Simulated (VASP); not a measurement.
# CsGd2 (Fm-3m) in VASP: single point with PBE

Aim: the single point of CsGd2 with PBE.

All numbers are computed with VASP 6.6.1; they aren't measurements. Logs are shortened: lines on timing, memory, paths and dates and some standing lists are left out, and cuts for length are marked.

### Step 1. The cell of the first run

Symmetry: Fm-3m, No. 225, cubic system. The conventional cell has a = 7.985 Å, b = 7.985 Å, c = 7.985 Å, α = 90.00°, β = 90.00°, γ = 90.00°. Within 4.5 Å of Cs (site symmetry m-3m) lie 8 Gd at 3.46 Å. Within 4.5 Å of Gd (site symmetry -43m) lie 4 Cs at 3.46 Å and 6 Gd at 3.99 Å.

### Step 2. Single point, PBE, collinear spin, ferromagnetic start

INCAR

```
SYSTEM = CsGd2
ALGO = Normal
EDIFF = 1E-7
ENCUT = 520
GGA = PE
ISIF = 2
ISMEAR = 0
ISPIN = 2
LASPH = .TRUE.
LCHARG = .FALSE.
LMAXMIX = 6
LORBIT = 11
LREAL = .FALSE.
LWAVE = .FALSE.
MAGMOM = 0 7 7
NBANDS = 34
NELM = 150
PREC = Accurate
SIGMA = 0.1
```

KPOINTS

```
k-points
0
G
  4 4 4
  0 0 0
```

POSCAR

```
CsGd2
1.0
    0.0000000000      3.9926546581      3.9926546581
    3.9926546581      0.0000000000      3.9926546581
    3.9926546581      3.9926546581      0.0000000000
Cs Gd
1 2
Direct
    0.5000000000      0.5000000000      0.5000000000
    0.2500000000      0.2500000000      0.2500000000
    0.7500000000      0.7500000000      0.7500000000
```

Potentials or basis: VASP PAW PBE potentials, release 64 (Cs_sv, Gd).

The run is started by

```bash
$ cat potpaw_PBE.64/Cs_sv/POTCAR potpaw_PBE.64/Gd/POTCAR > POTCAR
$ mpirun -np 1 vasp_std > vasp.out
```

OUTCAR:

```text
SYSTEM = CsGd2
   EDIFF = 1E-7
   ENCUT = 520
   GGA = PE
   ISIF = 2
   ISMEAR = 0
   ISPIN = 2
   LASPH = .TRUE.
   LORBIT = 11
   LREAL = .FALSE.
   NELM = 150
   PREC = Accurate

 ion  position               nearest neighbor table
   1  0.500  0.500  0.500-
   2  0.250  0.250  0.250-
   3  0.750  0.750  0.750-

  LATTYP: Found a face centered cubic cell.
 ALAT       =     7.9853093162

  Lattice vectors:

 A1 = (   0.0000000000,   3.9926546581,   3.9926546581)
 A2 = (   3.9926546581,   0.0000000000,   3.9926546581)
 A3 = (   3.9926546581,   3.9926546581,   0.0000000000)

Analysis of symmetry for initial positions (statically):
=====================================================================
 Subroutine PRICEL returns:
 Original cell was already a primitive cell.

 Routine SETGRP: Setting up the symmetry group for a
 face centered cubic supercell.

 Subroutine GETGRP returns: Found 48 space group operations
 (whereof 48 operations were pure point group operations)
 out of a pool of 48 trial point group operations.

The static configuration has the point symmetry O_h .

Analysis of symmetry for dynamics (positions and initial velocities):
=====================================================================
 Subroutine PRICEL returns:
 Original cell was already a primitive cell.

 Routine SETGRP: Setting up the symmetry group for a
 face centered cubic supercell.

 Subroutine GETGRP returns: Found 48 space group operations
 (whereof 48 operations were pure point group operations)
 out of a pool of 48 trial point group operations.

The dynamic configuration has the point symmetry O_h .

Analysis of structural, dynamic, and magnetic symmetry:
=====================================================================
 Subroutine PRICEL returns:
 Original cell was already a primitive cell.

 Routine SETGRP: Setting up the symmetry group for a
 face centered cubic supercell.

 Subroutine GETGRP returns: Found 48 space group operations
 (whereof 48 operations were pure point group operations)
 out of a pool of 48 trial point group operations.

The overall configuration has the point symmetry O_h .

 Subroutine INISYM returns: Found 48 space group operations
 (whereof 48 operations are pure point group operations),
 and found     1 'primitive' translations

----------------------------------------------------------------------------------------

                                     Primitive cell

  volume of cell :     127.2961

  direct lattice vectors                    reciprocal lattice vectors
     0.000000000  3.992654658  3.992654658    -0.125229964  0.125229964  0.125229964
     3.992654658  0.000000000  3.992654658     0.125229964 -0.125229964  0.125229964
     3.992654658  3.992654658  0.000000000     0.125229964  0.125229964 -0.125229964

  length of vectors
     5.646466367  5.646466367  5.646466367     0.216904661  0.216904661  0.216904661

  position of ions in fractional coordinates (direct lattice)
     0.500000000  0.500000000  0.500000000
     0.250000000  0.250000000  0.250000000
     0.750000000  0.750000000  0.750000000

  ion indices of the primitive-cell ions
   primitive index   ion index
                 1           1
                 2           2
                 3           3

----------------------------------------------------------------------------------------

 KPOINTS: k-points

Automatic generation of k-mesh.
 Grid dimensions read from file:
 generate k-points for:    4    4    4

 Generating k-lattice:

  Cartesian coordinates                     Fractional coordinates (reciprocal lattice)
    -0.031307491  0.031307491  0.031307491     0.250000000  0.000000000  0.000000000
     0.031307491 -0.031307491  0.031307491     0.000000000  0.250000000  0.000000000
     0.031307491  0.031307491 -0.031307491     0.000000000  0.000000000  0.250000000

  Length of vectors
     0.054226165  0.054226165  0.054226165

  Shift w.r.t. Gamma in fractional coordinates (k-lattice)
     0.000000000  0.000000000  0.000000000

 Subroutine IBZKPT returns following result:
 ===========================================

 Found      8 irreducible k-points:

 Following reciprocal coordinates:
            Coordinates               Weight
  0.000000  0.000000  0.000000      1.000000
  0.250000  0.000000  0.000000      8.000000
  0.500000  0.000000  0.000000      4.000000
  0.250000  0.250000  0.000000      6.000000
  0.500000  0.250000  0.000000     24.000000
 -0.250000  0.250000  0.000000     12.000000
  0.500000  0.500000  0.000000      3.000000
 -0.250000  0.500000  0.250000      6.000000
   k-points           NKPTS =      8   k-points in BZ     NKDIM =      8   number of bands    NBANDS=     34
   number of dos      NEDOS =    301   number of ions     NIONS =      3
   total plane-waves  NPLWV =  74088
   dimension x,y,z NGX =    42 NGY =   42 NGZ =   42
   dimension x,y,z NGXF=    84 NGYF=   84 NGZF=   84
   ions per type =               1   2
   NGX,Y,Z   is equivalent  to a cutoff of  12.37, 12.37, 12.37 a.u.
   NGXF,Y,Z  is equivalent  to a cutoff of  24.73, 24.73, 24.73 a.u.
 SYSTEM =  CsGd2
   PREC   = accura    normal or accurate (medium, high low for compatibility)
   ISTART =      0    job   : 0-new  1-cont  2-samecut
   ICHARG =      2    charge: 1-file 2-atom 10-const
   ISPIN  =      2    spin polarized calculation?
   LNONCOLLINEAR =      F non collinear calculations
   LSORBIT =      F    spin-orbit coupling
   LASPH  =      T    aspherical Exc in radial PAW
   ENCUT  =  520.0 eV  38.22 Ry    6.18 a.u.  10.50 10.50 10.50*2*pi/ulx,y,z
   NELM   =    150;   NELMIN=  2; NELMDL= -5     # of ELM steps
   EDIFF  = 0.1E-06   stopping-criterion for ELM
   LREAL  =      F    real-space projection
   EDIFFG = 0.1E-05   stopping-criterion for IOM
   NSW    =      0    number of steps for IOM
   IBRION =     -1    ionic relax: 0-MD 1-quasi-New 2-CG
   NFREE  =      0    steps in history (QN), initial steepest desc. (CG)
   ISIF   =      2    stress and relaxation
   ISYM   =      2    0-nonsym 1-usesym 2-fastsym
   POTIM  = 0.5000    time-step for ionic-motion
   TEBEG  =    0.0;   TEEND  =   0.0 temperature during run
   PSTRESS=    0.0 pullay stress
   NELECT =      45.0000    total number of electrons
   NUPDOWN=      -1.0000    fix difference up-down
   EMIN   =  10.00;   EMAX   =-10.00  energy-range for DOS
   EFERMI =   0.00;   METHOD = LEGACY
   ISMEAR =     0;   SIGMA  =   0.10  broadening in eV -4-tet -1-fermi 0-gaus
   EFERMI_NEDOS =   21; number of points for ismear=-14 and -15
   IALGO  =     38    algorithm
   IMIX   =      4    mixing-type and parameters
     AMIX     =   0.40;   BMIX     =  1.00
     AMIX_MAG =   1.60;   BMIX_MAG =  1.00
  volume/ion in A,a.u.               =      42.43       286.35
  Fermi-wavevector in a.u.,A,eV,Ry     =   1.157552  2.187456 18.230815  1.339927
  Thomas-Fermi vector in A             =   2.294163
   LORBIT       =     11    0 simple, 1 ext, 2 COOP (PROOUT), +10 PAW based schemes
   GGA     = PE    functional components
   LHFCALC =     F    Hartree Fock is set to
   AEXX    =    0.0000 exact exchange contribution
   IVDW    =     0    specifies the selected vdW correction
   LEPSILON=     F    determine dielectric tensor
   LRPA    =     F    only Hartree local field effects (RPA)
 spin polarized calculation
 Gauss-broadening in eV      SIGMA  =   0.10
  energy-cutoff  :      520.00
  volume of cell :      127.30
 maximum number of plane-waves:      3479
 NGX is ok and might be reduce to    42
   NGX = 21   NGY = 21   NGZ = 21

 number of electron      44.9999998 magnetization      14.6474811

 Free energy of the ion-electron system (eV)
  ---------------------------------------------------
  ext. energy  EPLUGINS =         0.00000000
  ---------------------------------------------------
  free energy    TOTEN  =       -20.71215994 eV

  energy without entropy =      -20.68254769  energy(sigma->0) =      -20.69735381

 E-fermi :   2.3762     XC(G=0):  -8.7965

 val. band max:        2.2946881816   @ k =   0.2500   0.2500   0.0000
 cond. band min:       2.3804652316   @ k =  -0.2500   0.2500   0.0000
 fundamental gap:      0.0857770500
 Fermi energy:         2.3761678515

 spin component 1

 k-point     1 :       0.0000    0.0000    0.0000
  band No.  band energies     occupation
      1     -43.3476      1.00000
      2     -43.3317      1.00000
      3     -20.8259      1.00000
      4     -20.8259      1.00000
      5     -20.8259      1.00000
      6     -20.7179      1.00000
[... 26 lines left out ...]
     33       3.7425      0.00000
     34       3.7425      0.00000
[... 227 lines left out ...]
      3     -21.0978      1.00000
      4     -20.8532      1.00000
      5     -20.7754      1.00000
      6     -20.7754      1.00000
[... 26 lines left out ...]
     33       3.4709      0.00000
     34       3.5345      0.00000
 Fermi energy:         2.3761678515

 spin component 2

 k-point     1 :       0.0000    0.0000    0.0000
  band No.  band energies     occupation
      1     -40.1927      1.00000
      2     -40.1719      1.00000
      3     -20.5998      1.00000
      4     -18.5699      1.00000
      5     -18.5699      1.00000
      6     -18.5699      1.00000
[... 26 lines left out ...]
     33       4.3305      0.00000
     34       4.3305      0.00000
[... 228 lines left out ...]
      4     -18.6103      1.00000
      5     -18.5096      1.00000
      6     -18.5096      1.00000
[... 26 lines left out ...]
     33       4.0762      0.00000
     34       4.1792      0.00000

------------------------ aborting loop because EDIFF is reached ----------------------------------------

  FORCE on cell =-STRESS in cart. coord.  units (eV):
  Direction    XX          YY          ZZ          XY          YZ          ZX
  --------------------------------------------------------------------------------------
  -------------------------------------------------------------------------------------
  Total        0.1899069      0.1899069      0.1899069      0.0000000     -0.0000000      0.0000000
  in kB        2.3902104      2.3902104      2.3902104      0.0000000     -0.0000000      0.0000000
  external PRESSURE =       2.3902104 kB  Pullay stress =       0.0000000 kB

 VOLUME and BASIS-vectors are now :
 -----------------------------------------------------------------------------
  energy-cutoff  :      520.00
  volume of cell :      127.30
      direct lattice vectors                 reciprocal lattice vectors
     0.000000000  3.992654658  3.992654658    -0.125229964  0.125229964  0.125229964
     3.992654658  0.000000000  3.992654658     0.125229964 -0.125229964  0.125229964
     3.992654658  3.992654658  0.000000000     0.125229964  0.125229964 -0.125229964

 POSITION                                       TOTAL-FORCE (eV/Angst)
 -----------------------------------------------------------------------------------
      3.99265      3.99265      3.99265        -0.000000      0.000000     -0.000000
      1.99633      1.99633      1.99633         0.000000     -0.000000     -0.000000
      5.98898      5.98898      5.98898        -0.000000     -0.000000      0.000000
 -----------------------------------------------------------------------------------
    total drift:                               -0.000000     -0.000000     -0.000000

  FREE ENERGIE OF THE ION-ELECTRON SYSTEM (eV)
  ---------------------------------------------------
  free  energy   TOTEN  =       -20.7121599414 eV

  energy  without entropy=      -20.6825476874  energy(sigma->0) =      -20.69735381

 total charge

# of ion       s       p       d       f       tot
--------------------------------------------------
    1        1.841   4.539   0.247   0.000   6.627
    2        2.080   5.546   0.486   7.092  15.204
    3        2.080   5.546   0.486   7.092  15.204
--------------------------------------------------
tot          6.001  15.631   1.218  14.185  37.035

 magnetization (x)

# of ion       s       p       d       f       tot
--------------------------------------------------
    1        0.000  -0.005   0.013   0.000   0.009
    2        0.010  -0.073   0.176   6.707   6.821
    3        0.010  -0.073   0.176   6.707   6.821
--------------------------------------------------
tot          0.020  -0.150   0.366  13.415  13.650
```

Wall time 3 min (1 thread of AMD EPYC 9R45 (Zen 5), shared host); peak memory 0.32 GiB.

What came out:

```
Free energy                                           : -20.7122 eV
Pressure                                              : 0.2 GPa
Net moment                                            : 14.65 μB per cell
Site moments                                          : Cs +0.01; Gd +6.82 μB
Valence electrons inside the program's atomic spheres : Cs 6.63; Gd 15.20
```

Levels at points of the mesh, in eV from the Fermi level:
Spin up:
```tsv
k point	band 27	band 28	band 29	band 30	band 31	band 32	band 33	band 34
(0.00, 0.00, 0.00)	-3.35	-1.13	-1.13	0.82	0.82	0.82	1.37	1.37
(0.50, 0.00, 0.00)	-1.48	-0.80	-0.27	-0.27	0.58	0.58	0.75	0.76
(0.50, 0.50, 0.00)	-1.51	-1.22	-0.81	-0.34	0.61	0.84	0.84	1.50
```
Spin down:
| k point | band 12 | band 13 | band 14 | band 15 | band 16 | band 17 | band 18 | band 19 |
| --- | --- | --- | --- | --- | --- | --- | --- | --- |
| (0.00, 0.00, 0.00) | -10.04 | -2.88 | -0.38 | -0.38 | 0.23 | 0.23 | 0.23 | 0.23 |
| (0.50, 0.00, 0.00) | -10.00 | -0.99 | -0.44 | 0.01 | 0.01 | 0.24 | 0.25 | 0.25 |
| (0.50, 0.50, 0.00) | -9.96 | -0.88 | -0.85 | -0.21 | 0.10 | 0.22 | 0.22 | 0.23 |

Caveat: spin-orbit coupling is left out, which moves the levels of the heavy elements; without U or exact exchange the open f shell lies at the Fermi level, which spoils levels, moments and volumes.
